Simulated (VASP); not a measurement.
A run of VASP 6.6.1:

The input INCAR:

```
PREC = Accurate
ENCUT = 500
EDIFF = 1E-6
ISMEAR = 0
SIGMA = 0.01
LREAL = False
LASPH = True
NELM = 120
ALGO = Normal
ISIF = 2
LWAVE = False
LCHARG = True
GGA = CA
LELF = True
LVHAR = True
NBANDS = 15
GGA_COMPAT = False
```

KPOINTS

```
regular mesh
0
Gamma
  6 6 6
```

POSCAR

```
CsI
1.0
    4.4017060310      0.0000000000      0.0000000000
    0.0000000000      4.4017060310      0.0000000000
    0.0000000000      0.0000000000      4.4237145612
Cs I
1 1
Direct
    0.0000000000      0.0000000000      0.0000000000
    0.5000000000      0.5000000000      0.5000000000
```

Potentials or basis: VASP PAW LDA potentials, release 64 (Cs_sv, I).

Launch:

```console
$ cat potpaw_LDA.64/Cs_sv/POTCAR potpaw_LDA.64/I/POTCAR > POTCAR
$ mpirun -np 1 vasp_std > vasp.out
```

Hardware: 1 thread of Intel Xeon 8259CL (shared host).

Q: Estimate the wall time of this run.

A: Run time: 36 s on 1 thread of Intel Xeon 8259CL, with other jobs on the host, peak memory 0.18 GiB. Counts: scf iterations 13, k points 40.
